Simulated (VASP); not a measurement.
A run of VASP 6.6.1:

File INCAR:

```
PREC = Accurate
ENCUT = 600
EDIFF = 1E-6
ISMEAR = -1
SIGMA = 0.02
LREAL = False
LASPH = True
NELM = 120
ALGO = Normal
ISIF = 2
LWAVE = False
LCHARG = False
GGA = PE
NBANDS = 24
GGA_COMPAT = False
```

The input KPOINTS:

```
Automatic mesh
0
Gamma
  6 6 6
```

The input POSCAR:

```
KMgF3
1.0
    3.9802355751      0.0000000000      0.0000000000
    0.0000000000      3.9802355751      0.0000000000
    0.0000000000      0.0000000000      3.9802355751
K Mg F
1 1 3
Direct
    0.5000000000      0.5000000000      0.5000000000
    0.0000000000      0.0000000000      0.0000000000
    0.5000000000      0.0000000000      0.0000000000
    0.0000000000      0.5000000000      0.0000000000
    0.0000000000      0.0000000000      0.5000000000
```

Potentials or basis: VASP PAW PBE potentials, release 64 (K_sv, Mg, F).

The run is started by

```console
$ cat potpaw_PBE.64/K_sv/POTCAR potpaw_PBE.64/Mg/POTCAR potpaw_PBE.64/F/POTCAR > POTCAR
$ mpirun -np 1 vasp_std > vasp.out
```

Hardware: 1 thread of Intel(R) Xeon(R) Platinum 8488C (Sapphire Rapids), on a shared host.

Task: Estimate the wall time of this run.

Result: It took 33 s on 1 thread of Intel(R) Xeon(R) Platinum 8488C (Sapphire Rapids), with other jobs on the host, peak memory 0.19 GiB. Counts: scf iterations 13, k points 20.
